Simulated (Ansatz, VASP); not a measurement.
One calculation of Mo, two programs

Contents of INCAR:

```
SYSTEM = Mo
PREC = Accurate
ENCUT = 500
EDIFF = 1E-6
ISMEAR = 0
SIGMA = 0.1
LREAL = .FALSE.
LASPH = .TRUE.
NELM = 120
ALGO = Normal
ISIF = 2
LWAVE = .FALSE.
LCHARG = .TRUE.
GGA = PE
LELF = .TRUE.
LVHAR = .TRUE.
NBANDS = 13
GGA_COMPAT = .FALSE.
```

Contents of KPOINTS:

```
regular mesh
0
G
  18 18 18
  0 0 0
```

The input POSCAR:

```
Mo
1.0
   -1.5958674481      1.5958674481      1.5958674481
    1.5958674481     -1.5958674481      1.5958674481
    1.5958674481      1.5958674481     -1.5958674481
Mo
1
Direct
    0.0000000000      0.0000000000      0.0000000000
```

Input for Ansatz:

```yaml
crystal:
  lattice:
    - [-1.5958674481, 1.5958674481, 1.5958674481]
    - [1.5958674481, -1.5958674481, 1.5958674481]
    - [1.5958674481, 1.5958674481, -1.5958674481]
  atoms:
    - { symbol: Mo, position: [0.0, 0.0, 0.0] }
basis:
  ecutwfc: 420
kpoints:
  mp_grid: { grid: [18, 18, 18] }
hamiltonian:
  xc: pbe
scf:
  occupations: { method: gaussian, width: 0.1 }
output:
  forces: true
  stress: true
  eigenvalues: true
```

Alike in both runs: task single point; functional PBE; k mesh 18 × 18 × 18; occupations gaussian, width 0.1 eV; no spin polarisation.

```csv
,VASP,Ansatz
version,VASP 6.6.1,Ansatz 0.2.0
potentials or method,"VASP PAW PBE potentials, release 64 (Mo_sv), cutoff 500 eV","scalar-relativistic, plane waves, PAW"
valence electrons in the cell,14,14
```

|  | VASP | Ansatz | Ansatz less VASP |
| --- | --- | --- | --- |
| gap on the k mesh at the Fermi level (eV) | none | none | - |
| pressure (GPa) | -6.7 | -7.2 | -0.47 |

A gap of «none» marks a metal or a gap that the smearing closes.
